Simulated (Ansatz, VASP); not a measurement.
## Al2O3 in VASP and in Ansatz

```
Al O
1.0
     2.86720    0.00000    0.00000
    -1.43360    2.48307    0.00000
     0.00000    0.00000    6.85850
Al O
2 3
Direct
  0.00000 0.00000 0.19074
  0.00000 0.00000 0.80926
  0.33333 0.66667 0.28409
  0.66667 0.33333 0.00000
  0.33333 0.66667 0.71591
```

Alike in both runs: task single point; functional PBE; dispersion D3(BJ); k mesh 9 × 9 × 4; occupations gaussian, width 0.05 eV; no spin polarisation.

```csv
,VASP,Ansatz
version,VASP 6.6.1,Ansatz 0.2.0
potentials or method,"VASP PAW PBE potentials, release 64 (Al, O), cutoff 520 eV","scalar-relativistic, plane waves, PAW"
valence electrons in the cell,24,24
```

|  | VASP | Ansatz | Ansatz less VASP |
| --- | --- | --- | --- |
| gap on the k mesh at the Fermi level (eV) | 4.37 | 4.40 | +0.024 |
| least direct gap on the mesh (eV) | 4.48 | 4.50 | +0.023 |
| pressure (GPa) | 9.1 | 9.0 | -0.09 |
| traceless stress, the component that is largest in VASP (GPa) | 10.04 | 10.35 | +0.302 |
| rms of the force components (eV/Å) | 0.418 | 0.415 | -0.0038 |

Atom by atom the forces differ by 0.017 eV/Å (rms over components).
